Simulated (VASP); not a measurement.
Input of a VASP 6.6.1 run:

The input INCAR:

```
PREC = Accurate
ENCUT = 520
EDIFF = 1E-6
ISMEAR = 1
SIGMA = 0.2
LREAL = False
LASPH = True
NELM = 100
ALGO = Normal
ISIF = 2
LWAVE = False
LCHARG = False
GGA = PE
NBANDS = 18
```

Contents of KPOINTS:

```
Automatic mesh
0
Gamma
  6 6 4
```

File POSCAR:

```
PtSe2
1.0
    3.7286503858      0.0000000000      0.0000000000
   -1.8643251929      3.2291059560      0.0000000000
    0.0000000000      0.0000000000      5.2771564047
Pt Se
1 2
Direct
    0.0000000000      0.0000000000      0.0000000000
    0.3333333333      0.6666666667      0.2462189036
    0.6666666667      0.3333333333      0.7537810964
```

Potentials or basis: VASP PAW PBE potentials, release 64 (Pt, Se).

The run is started by

```console
$ cat potpaw_PBE.64/Pt/POTCAR potpaw_PBE.64/Se/POTCAR > POTCAR
$ mpirun -np 1 vasp_std > vasp.out
```

**Question.** Estimate the band gap on the k mesh.

**Answer.** Zero (band 11 reaches 6.19 eV, above the bottom of band 12 at 6.03 eV).

**Question.** Predict the largest force.

**Answer.** 0.179 eV/Å.

**Question.** Predict the pressure.

**Answer.** 3.8 GPa.

Stress tensor (GPa, compression positive):
```
4.36 0.00 0.00
0.00 4.36 0.00
0.00 0.00 2.53
```

Caveat: spin-orbit coupling is left out, which moves the levels of the heavy elements.
